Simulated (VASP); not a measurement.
Set up this calculation in VASP 6.6.1, as the native input.

```
Task                   : electric field gradients
Functional             : PBE
Potentials or basis    : VASP PAW PBE potentials, release 64 (Cd, Se)
Cutoff                 : 400 eV
k mesh                 : 8 × 8 × 8
Occupations            : fermi-dirac, width 0.03 eV
Spin                   : no spin polarisation
Dipole correction      : no
Further INCAR settings : ALGO = Normal; EDIFF = 1e-08; NBANDS = 16
```

The structure of CdSe lies in POSCAR:

```
CdSe
1.0
   -0.0307027120      3.0549198426      3.0549198426
    3.0549198426     -0.0307027120      3.0549198426
    3.0549198426      3.0549198426     -0.0307027120
Cd Se
1 1
Direct
    0.0000000000      0.0000000000      0.0000000000
    0.2500000000      0.2500000000      0.2500000000
```

This cell differs from its parent crystal: equal xy, yz and zx shear strains of -1 %.

One way to write it, as run:

INCAR

```
SYSTEM = CdSe
PREC     = Accurate       ! precision mode
ENCUT    = 400            ! plane-wave cutoff, eV
EDIFF    = 1E-8           ! SCF threshold, eV
ISMEAR   = -1             ! smearing method
SIGMA    = 0.03           ! smearing width, eV
LREAL    = .FALSE.        ! projectors in reciprocal space
LASPH    = .TRUE.         ! aspherical terms in the spheres
NELM     = 120            ! most SCF steps
ALGO     = Normal         ! electronic algorithm
ISIF     = 2              ! what is computed and relaxed
LWAVE    = .FALSE.        ! write WAVECAR
LCHARG   = .FALSE.        ! write CHGCAR
GGA      = PE             ! functional
LEFG     = .TRUE.       
NBANDS   = 16             ! bands
GGA_COMPAT= .FALSE.
```

KPOINTS

```
Automatic mesh
0
G
  8 8 8
  0 0 0
```

Potentials or basis: VASP PAW PBE potentials, release 64 (Cd, Se).

The run is started by

```console
$ cat potpaw_PBE.64/Cd/POTCAR potpaw_PBE.64/Se/POTCAR > POTCAR
$ mpirun -np 1 vasp_std > vasp.out
```

It gave:

```json
{"Pressure": "1.2 GPa", "Largest force": "0.111 eV/Å", "Band gap on the k mesh": "0.53 eV", "Largest electric field gradient by atom": "Cd -10.7; Se -4.3 V/Å²"}
```

Caveat: the cell differs from its parent crystal (equal xy, yz and zx shear strains of -1 %); without QUAD_EFG the Cq values of the log hold for a quadrupole moment of 1 mb, not for the nuclei.

It took 33 s on 1 thread of Intel(R) Xeon(R) Platinum 8488C (Sapphire Rapids), on a shared host, peak memory 0.18 GiB.
